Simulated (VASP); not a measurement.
Runs of VASP 6.6.1 on AlN. The structure is that of space group P6_3mc (No. 186), or close to it. The cells are those of the table. 

```csv
cell,gap on the mesh (eV),pressure (GPa),largest force (eV/Å)
"a = 3.139, b = 3.139, c = 5.022 Å, angles 90.0, 90.0, 120.0°, 4 atoms",(a),-8.7,0.10
"a = 3.033, b = 3.033, c = 4.853 Å, angles 90.0, 90.0, 120.0°, 4 atoms",4.93,13.7,0.18
"a = 3.087, b = 3.087, c = 4.939 Å, angles 90.0, 90.0, 120.0°, 4 atoms",4.47,(c),0.14
"a = 3.060, b = 3.060, c = 4.897 Å, angles 90.0, 90.0, 120.0°, 4 atoms",4.71,7.0,0.16
"a = 3.006, b = 3.006, c = 4.809 Å, angles 90.0, 90.0, 120.0°, 4 atoms",4.93,21.3,0.21
"a = 3.164, b = 3.164, c = 5.063 Å, angles 90.0, 90.0, 120.0°, 4 atoms",3.82,(d),0.08
"a = 3.213, b = 3.213, c = 5.142 Å, angles 90.0, 90.0, 120.0°, 4 atoms",(b),-19.5,0.06
"a = 3.189, b = 3.189, c = 5.103 Å, angles 90.0, 90.0, 120.0°, 4 atoms",3.62,-16.3,0.07
```

Alike in all rows: task single point; level LDA; potentials or basis VASP PAW LDA potentials, release 64 (Al, N); no spin polarisation; k mesh 12 × 12 × 4; cutoff (eV) 520; smearing gaussian 0.01 eV.

Fill in the values left out.

(a) 4.03; (b) 3.43; (c) 1.1; (d) -12.8.

Caveats: the cell stands under tension (at least some runs); the cell stands under pressure (at least some runs).

A k mesh can miss the band edges.
